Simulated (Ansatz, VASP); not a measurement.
As: VASP beside Ansatz

```
CELL_PARAMETERS angstrom
5.39555 0.00000 0.00000
0.00000 5.39555 0.00000
0.00000 0.00000 5.39555
ATOMIC_POSITIONS crystal
As 0.50000 0.50000 0.50000
As 0.00000 0.00000 0.00000
As 0.25000 0.00000 0.50000
As 0.50000 0.25000 0.00000
As 0.50000 0.75000 0.00000
As 0.75000 0.00000 0.50000
As 0.00000 0.50000 0.75000
As 0.00000 0.50000 0.25000
```

Alike in both runs: functional PBE; k mesh 8 × 8 × 8; occupations gaussian, width 0.1 eV; no spin polarisation.

Ansatz relaxed the structure, and its values are those at the end. VASP's run is a single point on that final structure, the one shown.

|  | VASP | Ansatz |
| --- | --- | --- |
| version | VASP 6.6.1 | Ansatz 0.2.0 |
| potentials or method | VASP PAW PBE potentials, release 64 (As), cutoff 520 eV | scalar-relativistic, plane waves, PAW |
| valence electrons in the cell | 40 | 120 |

|  | VASP | Ansatz | Ansatz less VASP |
| --- | --- | --- | --- |
| gap on the k mesh at the Fermi level (eV) | none | none | - |
| pressure (GPa) | 0.0 | 0.0 | -0.07 |

A gap of «none» marks a metal or a gap that the smearing closes. VASP's potentials hold 40 valence electrons a cell and Ansatz's 120, so a difference there can come from the potentials and not from the codes.
